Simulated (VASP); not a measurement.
# H2Ir16O in VASP: single point with PBE+D3(BJ)

Aim: the single point of H2Ir16O with PBE+D3(BJ).

Program: VASP 6.6.1. These are calculated values, not measurements. Logs are shortened: lines on timing, memory, paths and dates and some standing lists are left out, and cuts for length are marked.

## Step 1: The cell of the first run

The cell holds a slab with vacuum, 19 atoms: a = 5.431 Å, b = 5.431 Å, c = 26.032 Å, α = 90.00°, β = 90.00°, γ = 120.00°.

## Step 2: Single point, PBE+D3(BJ)

Input file INCAR:

```
SYSTEM = H2Ir16O
PREC = Accurate
ENCUT = 520
EDIFF = 1E-6
ISMEAR = 0
SIGMA = 0.1
LREAL = Auto
LASPH = .TRUE.
NELM = 60
ALGO = Fast
ISIF = 2
LWAVE = .FALSE.
LCHARG = .FALSE.
LDIPOL = .TRUE.
IDIPOL = 3
DIPOL = 0.5 0.5 0.488
GGA = PE
IVDW = 12
NBANDS = 91
```

Input file KPOINTS:

```
regular mesh
0
G
  6 6 1
  0 0 0
```

Input file POSCAR:

```
H2Ir16O
1.0
    5.4313533137      0.0000000000      0.0000000000
   -2.7156766569      4.7036899466      0.0000000000
    0.0000000000      0.0000000000     26.0320221157
Ir O H
16 1 2
Direct
    0.3333333333      0.1666666667      0.3265209272
    0.3333333333      0.6666666667      0.3265209272
    0.8333333333      0.1666666667      0.3265209272
    0.8333333333      0.6666666667      0.3265209272
    0.6666666667      0.3333333333      0.4116983559
    0.6666666667      0.8333333333      0.4116983559
    0.1666666667      0.3333333333      0.4116983559
    0.1666666667      0.8333333333      0.4116983559
   -0.0000295638      0.4999387223      0.4957397164
    0.0007418843      0.0006492087      0.4958722673
    0.4995346900      0.4993538320      0.4958799259
    0.4989624899      0.0008148555      0.4957962111
    0.3327341109      0.6666707521      0.5795269803
    0.3344250916      0.1650391194      0.5807859495
    0.8341112780      0.6661363184      0.5796927761
    0.8334061997      0.1672133848      0.5795732021
    0.3206256211      0.1903994770      0.6719344112
    0.4290763913      0.3988922940      0.6722071326
    0.1216711767      0.1451625098      0.6721504479
```

Potentials or basis: VASP PAW PBE potentials, release 64 (Ir, O, H).

Run with:

```sh
$ cat potpaw_PBE.64/Ir/POTCAR potpaw_PBE.64/O/POTCAR potpaw_PBE.64/H/POTCAR > POTCAR
$ mpirun -np 1 vasp_std > vasp.out
```

OUTCAR:

```text
SYSTEM = H2Ir16O
   PREC = Accurate
   ENCUT = 520
   EDIFF = 1E-6
   ISMEAR = 0
   LREAL = Auto
   LASPH = .TRUE.
   NELM = 60
   ISIF = 2
   GGA = PE
   IVDW = 12
 IVDW          = 12

 ion  position               nearest neighbor table
   1  0.333  0.167  0.327-   4 2.72   4 2.72   3 2.72   3 2.72   2 2.72   2 2.72   7 2.72   5 2.72
                             8 2.72
   2  0.333  0.667  0.327-   3 2.72   3 2.72   4 2.72   4 2.72   1 2.72   1 2.72   8 2.72   6 2.72
                             7 2.72
   3  0.833  0.167  0.327-   2 2.72   2 2.72   1 2.72   1 2.72   4 2.72   4 2.72   5 2.72   7 2.72
                             6 2.72
   4  0.833  0.667  0.327-   1 2.72   1 2.72   2 2.72   2 2.72   3 2.72   3 2.72   6 2.72   8 2.72
                             5 2.72
   5  0.667  0.333  0.412-  12 2.69   9 2.69  11 2.69   8 2.72   8 2.72   7 2.72   7 2.72   6 2.72
                             6 2.72   3 2.72   1 2.72   4 2.72
   6  0.667  0.833  0.412-  11 2.70  10 2.70  12 2.70   7 2.72   7 2.72   8 2.72   8 2.72   5 2.72
                             5 2.72   4 2.72   2 2.72   3 2.72
   7  0.167  0.333  0.412-   9 2.69  10 2.69  11 2.69   6 2.72   6 2.72   5 2.72   5 2.72   8 2.72
                             8 2.72   1 2.72   3 2.72   2 2.72
   8  0.167  0.833  0.412-  12 2.69   9 2.69  10 2.69   5 2.72   5 2.72   6 2.72   6 2.72   7 2.72
                             7 2.72   2 2.72   4 2.72   1 2.72
   9  1.000  0.500  0.496-  13 2.68  16 2.69  15 2.69   7 2.69   5 2.69   8 2.69  10 2.71  11 2.71
                            12 2.72  12 2.72  11 2.72  10 2.72
  10  0.001  0.001  0.496-  16 2.69  15 2.69   7 2.69   8 2.69   6 2.70  12 2.71  11 2.71  14 2.71
                             9 2.71   9 2.72  11 2.72  12 2.73
  11  0.500  0.499  0.496-  13 2.69  15 2.69   7 2.69   5 2.69   6 2.70  12 2.71  10 2.71  14 2.71
                             9 2.71   9 2.72  10 2.72  12 2.73
  12  0.499  0.001  0.496-  13 2.69  16 2.69   8 2.69   5 2.69   6 2.70  14 2.70  10 2.71  11 2.71
                             9 2.72   9 2.72  11 2.73  10 2.73
  13  0.333  0.667  0.580-   9 2.68  11 2.69  12 2.69  14 2.70  15 2.71  16 2.71  16 2.72  15 2.72
                            14 2.73
  14  0.334  0.165  0.581-  17 2.38  12 2.70  13 2.70  16 2.70  10 2.71  11 2.71  15 2.71  15 2.72
                            16 2.73  13 2.73
  15  0.834  0.666  0.580-   9 2.69  10 2.69  11 2.69  13 2.71  16 2.71  14 2.71  14 2.72  16 2.72
                            13 2.72
  16  0.833  0.167  0.580-   9 2.69  10 2.69  12 2.69  14 2.70  15 2.71  13 2.71  13 2.72  15 2.72
                            14 2.73
  17  0.321  0.190  0.672-  18 0.98  19 0.98  14 2.38
  18  0.429  0.399  0.672-  17 0.98
  19  0.122  0.145  0.672-  17 0.98

  LATTYP: Found a hexagonal cell.
 ALAT       =     5.4313533137
 C/A-ratio  =     4.7929163529

  Lattice vectors:

 A1 = (   5.4313533137,   0.0000000000,   0.0000000000)
 A2 = (  -2.7156766569,   4.7036899466,   0.0000000000)
 A3 = (   0.0000000000,   0.0000000000,  26.0320221157)

Analysis of symmetry for initial positions (statically):
=====================================================================
 Subroutine PRICEL returns:
 Original cell was already a primitive cell.

 Routine SETGRP: Setting up the symmetry group for a
 hexagonal supercell.

 Subroutine GETGRP returns: Found  1 space group operations
 (whereof  1 operations were pure point group operations)
 out of a pool of 24 trial point group operations.

The static configuration has the point symmetry C_1 .

Analysis of symmetry for dynamics (positions and initial velocities):
=====================================================================
 Subroutine PRICEL returns:
 Original cell was already a primitive cell.

 Routine SETGRP: Setting up the symmetry group for a
 hexagonal supercell.

 Subroutine GETGRP returns: Found  1 space group operations
 (whereof  1 operations were pure point group operations)
 out of a pool of 24 trial point group operations.

The dynamic configuration has the point symmetry C_1 .

 Subroutine INISYM returns: Found  1 space group operations
 (whereof  1 operations are pure point group operations),
 and found     1 'primitive' translations

----------------------------------------------------------------------------------------

                                     Primitive cell

  volume of cell :     665.0505

  direct lattice vectors                    reciprocal lattice vectors
     5.431353314  0.000000000  0.000000000     0.184116176  0.106299523  0.000000000
    -2.715676657  4.703689947  0.000000000     0.000000000  0.212599047  0.000000000
[... 65 lines left out ...]

  Shift w.r.t. Gamma in fractional coordinates (k-lattice)
     0.000000000  0.000000000  0.000000000

 Subroutine IBZKPT returns following result:
 ===========================================

 Found     20 irreducible k-points:

 Following reciprocal coordinates:
            Coordinates               Weight
  0.000000  0.000000  0.000000      1.000000
  0.166667  0.000000  0.000000      2.000000
  0.000000  0.166667  0.000000      2.000000
 -0.166667  0.166667  0.000000      2.000000
  0.333333  0.000000  0.000000      2.000000
  0.000000  0.333333  0.000000      2.000000
[... 12 lines left out ...]
  0.500000 -0.166667  0.000000      2.000000
  0.333333  0.333333  0.000000      2.000000
   k-points           NKPTS =     20   k-points in BZ     NKDIM =     20   number of bands    NBANDS=     91
   number of dos      NEDOS =    301   number of ions     NIONS =     19
   total plane-waves  NPLWV = 313600
   dimension x,y,z NGX =    40 NGY =   40 NGZ =  196
   dimension x,y,z NGXF=    80 NGYF=   80 NGZF=  392
   ions per type =              16   1   2
   NGX,Y,Z   is equivalent  to a cutoff of  12.24, 12.24, 12.52 a.u.
   NGXF,Y,Z  is equivalent  to a cutoff of  24.49, 24.49, 25.03 a.u.
 SYSTEM =  H2Ir16O
   PREC   = accura    normal or accurate (medium, high low for compatibility)
   ISTART =      0    job   : 0-new  1-cont  2-samecut
   ICHARG =      2    charge: 1-file 2-atom 10-const
   ISPIN  =      1    spin polarized calculation?
   LNONCOLLINEAR =      F non collinear calculations
   LSORBIT =      F    spin-orbit coupling
   LASPH  =      T    aspherical Exc in radial PAW
   ENCUT  =  520.0 eV  38.22 Ry    6.18 a.u.  10.10 10.10 48.40*2*pi/ulx,y,z
   NELM   =     60;   NELMIN=  2; NELMDL= -5     # of ELM steps
   EDIFF  = 0.1E-05   stopping-criterion for ELM
   LREAL  =      T    real-space projection
   EDIFFG = 0.1E-04   stopping-criterion for IOM
   NSW    =      0    number of steps for IOM
   IBRION =     -1    ionic relax: 0-MD 1-quasi-New 2-CG
   NFREE  =      0    steps in history (QN), initial steepest desc. (CG)
   ISIF   =      2    stress and relaxation
   ISYM   =      2    0-nonsym 1-usesym 2-fastsym
   POTIM  = 0.5000    time-step for ionic-motion
   TEBEG  =    0.0;   TEEND  =   0.0 temperature during run
   PSTRESS=    0.0 pullay stress
   NELECT =     152.0000    total number of electrons
   NUPDOWN=      -1.0000    fix difference up-down
   EMIN   =  10.00;   EMAX   =-10.00  energy-range for DOS
   EFERMI =   0.00;   METHOD = LEGACY
   ISMEAR =     0;   SIGMA  =   0.10  broadening in eV -4-tet -1-fermi 0-gaus
   EFERMI_NEDOS =   21; number of points for ismear=-14 and -15
   IALGO  =     68    algorithm
   IMIX   =      4    mixing-type and parameters
     AMIX     =   0.40;   BMIX     =  1.00
     AMIX_MAG =   1.60;   BMIX_MAG =  1.00
  volume/ion in A,a.u.               =      35.00       236.21
  Fermi-wavevector in a.u.,A,eV,Ry     =   1.000932  1.891487 13.631193  1.001864
  Thomas-Fermi vector in A             =   2.133321
   LORBIT       =      0    0 simple, 1 ext, 2 COOP (PROOUT), +10 PAW based schemes
   GGA     = PE    functional components
   LHFCALC =     F    Hartree Fock is set to
   AEXX    =    0.0000 exact exchange contribution
   IVDW    =    12    specifies the selected vdW correction
   LEPSILON=     F    determine dielectric tensor
   LRPA    =     F    only Hartree local field effects (RPA)
 non-spin polarized calculation
 RMM-DIIS sequential band-by-band and
 Gauss-broadening in eV      SIGMA  =   0.10
  energy-cutoff  :      520.00
  volume of cell :      665.05
 maximum number of plane-waves:     17970
   NGX = 21   NGY = 21   NGZ = 97

 dipolmoment           0.000000      0.000000      0.206367 electrons x Angstroem

 number of electron     152.0000004 magnetization

 dipolmoment           0.000000      0.000000     -0.166363 electrons x Angstroem

 Free energy of the ion-electron system (eV)
  ---------------------------------------------------
  ext. energy  EPLUGINS =         0.00000000
  ---------------------------------------------------
  free energy    TOTEN  =      -149.02808280 eV

  energy without entropy =     -148.94075281  energy(sigma->0) =     -148.98441780

 E-fermi :   0.4763     XC(G=0):  -5.8030

 val. band max:        0.4266139045   @ k =  -0.3333   0.3333   0.0000
 cond. band min:       0.4822210212   @ k =   0.0000   0.0000   0.0000
 fundamental gap:      0.0556071167
 Fermi energy:         0.4763268310

 k-point     1 :       0.0000    0.0000    0.0000
  band No.  band energies     occupation
      1     -21.5728      2.00000
      2     -10.1087      2.00000
      3      -9.1662      2.00000
      4      -8.6024      2.00000
      5      -7.4307      2.00000
      6      -7.3294      2.00000
[... 1809 lines left out ...]
     87       0.8995      0.00000
     88       0.9552      0.00000
 [bands above 88 left out]

------------------------ aborting loop because EDIFF is reached ----------------------------------------

 vacuum level on the upper side and lower side of the slab       (xc-potential included)        -0.728         0.430

 Edisp (eV)   -8.94883

 E8    (eV) :    -4.2809

  FORCE on cell =-STRESS in cart. coord.  units (eV):
  Direction    XX          YY          ZZ          XY          YZ          ZX
  --------------------------------------------------------------------------------------
  -------------------------------------------------------------------------------------
  Total     -12.53024   -12.42642    -1.85837     0.11786     0.06549    -0.07445
  in kB     -30.18668   -29.93657    -4.47701     0.28393     0.15777    -0.17935
  external pressure =      -21.53 kB  Pullay stress =        0.00 kB

 VOLUME and BASIS-vectors are now :
 -----------------------------------------------------------------------------
  energy-cutoff  :      520.00
  volume of cell :      665.05
      direct lattice vectors                 reciprocal lattice vectors
     5.431353314  0.000000000  0.000000000     0.184116176  0.106299523  0.000000000
    -2.715676657  4.703689947  0.000000000     0.000000000  0.212599047  0.000000000
     0.000000000  0.000000000 26.032022116     0.000000000  0.000000000  0.038414227

 POSITION                                       TOTAL-FORCE (eV/Angst)
 -----------------------------------------------------------------------------------
      1.35784      0.78395      8.50000         0.001321     -0.002897      0.299202
     -0.00000      3.13579      8.50000        -0.025078     -0.023515      0.242948
      4.07351      0.78395      8.50000         0.006435      0.029691      0.239650
      2.71568      3.13579      8.50000         0.044790     -0.023278      0.245543
      2.71568      1.56790     10.71734        -0.003897      0.016551     -0.279955
      1.35784      3.91974     10.71734         0.005026     -0.003463     -0.320951
[... 11 lines left out ...]
      1.24720      1.87627     17.49891         0.040343      0.100535      0.005966
      0.26662      0.68280     17.49744        -0.090439     -0.057815      0.007483
 -----------------------------------------------------------------------------------
    total drift:                               -0.000906      0.001413      0.009520

  FREE ENERGIE OF THE ION-ELECTRON SYSTEM (eV)
  ---------------------------------------------------
  free  energy   TOTEN  =      -157.9769127317 eV

  energy  without entropy=     -157.8895827385  energy(sigma->0) =     -157.93324774

 vacuum level on the upper side and lower side of the slab         4.653         5.830
```

It took 1.9 h on 1 thread of Oxide Virtual Turin-like, shared host; peak memory 1.1 GiB.

Results:

| Quantity | Value |
| --- | --- |
| Free energy | -157.9769 eV |
| Largest force | 0.321 eV/Å |
| Band gap on the k mesh | zero (bands 76 and 77 overlap by 1.33 eV) |
| Dispersion energy per atom | -0.471 eV |

Forces on the atoms (eV/Å):
```
Ir   0.001 -0.003  0.299
Ir  -0.025 -0.024  0.243
Ir   0.006  0.030  0.240
Ir   0.045 -0.023  0.246
Ir  -0.004  0.017 -0.280
Ir   0.005 -0.003 -0.321
Ir  -0.006  0.007 -0.281
Ir  -0.020 -0.006 -0.289
Ir   0.000  0.000  0.000
Ir   0.002  0.003  0.001
Ir  -0.001 -0.001  0.000
Ir  -0.004  0.002  0.000
Ir   0.003  0.000  0.036
Ir   0.003 -0.001  0.033
Ir  -0.002  0.001  0.035
Ir   0.001 -0.004  0.036
O    0.045 -0.038 -0.011
H    0.040  0.101  0.006
H   -0.090 -0.058  0.007
```

Levels at points of the mesh, in eV from the Fermi level:
```csv
k point,band 74,band 75,band 76,band 77,band 78,band 79,band 80,band 81
"(0.00, 0.00, 0.00)",0.61,0.62,0.75,0.75,0.88,0.88,0.88,1.07
"(0.50, 0.00, 0.00)",-0.87,-0.87,-0.69,-0.58,-0.56,0.02,0.07,0.21
"(0.00, 0.50, 0.00)",-0.88,-0.87,-0.69,-0.58,-0.56,0.02,0.07,0.21
"(0.50, 0.50, 0.00)",-0.89,-0.86,-0.66,-0.58,-0.56,0.02,0.07,0.20
```

Caveat: spin-orbit coupling is left out, which moves the levels of the heavy elements.

The gap in the log of VASP goes by the Fermi energy; the results here count the filled bands.